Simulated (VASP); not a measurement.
Runs of VASP 6.6.1 on LuTi3F. The structure is that of space group Pm-3m (No. 221), or close to it. The cells are those of the table. The cell was generated, and may not be a known phase.

```tsv
task	spin	cell	k mesh	cutoff (eV)	gap on the mesh (eV)	pressure (GPa)	moment (μB)
single point	off	a = 4.402 Å, 5 atoms	8 × 8 × 8	520	none	(a)	-
single point	collinear	a = 4.408 Å, 5 atoms	4 × 4 × 4	520	none	0.0	0.00
relaxation of cell and atoms	off	relaxed from a = 4.408 Å, 5 atoms	8 × 8 × 8	600	none	0.0	-
single point	collinear	a = 4.451 Å, 5 atoms	4 × 4 × 4	520	none	-2.5	0.00
```

Alike in all rows: level PBE; potentials or basis VASP PAW PBE potentials, release 64 (Lu, Ti_sv, F); smearing gaussian 0.1 eV.

Fill in the values left out.

(a) 0.3.

Caveats: spin-orbit coupling is left out, which moves the levels of the heavy elements.

A k mesh can miss the band edges, and the runs leave out spin-orbit coupling on Lu.

A gap of «none» marks levels without a gap at the run's occupations.
